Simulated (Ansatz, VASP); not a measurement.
# MgO5: VASP beside Ansatz

```xyz
6
Lattice="2.2944 1.3247 4.5559 -2.2944 1.3247 4.5559 0.0000 -2.6494 4.5559" Properties=species:S:1:pos:R:3 pbc="T T T"
Mg    0.0000    0.0000    6.8339
O     0.7545   -1.3426    4.5559
O     0.0000    0.0000    2.2673
O     0.7855    1.3247    4.5559
O    -1.5400    0.0179    4.5559
O     0.0000    0.0000   11.4005
```

Change from the starting cell: species swapped into the CaMg5 type (R32, No. 155).

Alike in both runs: task single point; functional PBE; k mesh 6 × 6 × 6; occupations gaussian, width 0.1 eV; collinear spin.

|  | VASP | Ansatz |
| --- | --- | --- |
| version | VASP 6.6.1 | Ansatz 0.2.0 |
| potentials or method | VASP PAW PBE potentials, release 64 (Mg, O), cutoff 520 eV | scalar-relativistic, plane waves, PAW |
| valence electrons in the cell | 32 | 40 |

VASP gave:

- gap on the k mesh at the Fermi level (eV): none
- pressure (GPa): -13.9
- traceless stress, the component that is largest in VASP (GPa): 0.36
- rms of the force components (eV/Å): 0.077
- net moment per atom (μB): 1.33
- size of the moment on the site where the two differ most (μB): 1.44

Task: What did Ansatz give for the same quantities?

Result: gap on the k mesh at the Fermi level (eV): none; pressure (GPa): -13.6; traceless stress, the component that is largest in VASP (GPa): 0.37; rms of the force components (eV/Å): 0.076; net moment per atom (μB): 1.33; size of the moment on the site where the two differ most (μB): 1.68.

Site moments also hang on the region over which each program counts them. Atom by atom the forces differ by 0.001 eV/Å (rms over components). A gap of «none» marks a metal or a gap that the smearing closes. VASP's potentials hold 32 valence electrons a cell and Ansatz's 40, so a difference there can come from the potentials and not from the codes.
